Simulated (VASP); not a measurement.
A run of VASP 6.6.1:

Contents of INCAR:

```
SYSTEM = Se3S2
  ALGO = Normal
  EDIFF = 1E-6
  ENCUT = 520
  GGA = PE
  ISIF = 2
  ISMEAR = 0
  LASPH = .True.
  LCHARG = .False.
  LREAL = .False.
  LWAVE = .False.
  NBANDS = 23
  NELM = 80
  PREC = Accurate
  SIGMA = 0.1
```

KPOINTS

```
k-points
0
Gamma
  12 12 8
  0 0 0
```

POSCAR

```
Se3S2
1.0
    4.8787011704      0.0000000000      0.0000000000
   -2.4393505852      4.2250791510      0.0000000000
    0.0000000000      0.0000000000      5.1593818669
Se S
3 2
Direct
    0.0000000000      0.0000000000      0.0000000000
    0.3333333333      0.6666666667      0.5000000000
    0.6666666667      0.3333333333      0.5000000000
    0.3333333333      0.6666666667      0.0000000000
    0.6666666667      0.3333333333      0.0000000000
```

Potentials or basis: VASP PAW PBE potentials, release 64 (Se, S).

The run is started by

```console
$ cat potpaw_PBE.64/Se/POTCAR potpaw_PBE.64/S/POTCAR > POTCAR
$ mpirun -np 1 vasp_std > vasp.out
```

Hardware: 1 thread of AMD EPYC 9R45 96-Core Processor (Zen 5) (shared host).

Question: Estimate the wall time of this run.

Answer: It took 87 s on 1 thread of AMD EPYC 9R45 96-Core Processor (Zen 5), with other jobs on the host, peak memory 0.31 GiB. Counts: scf iterations 13, k points 95.
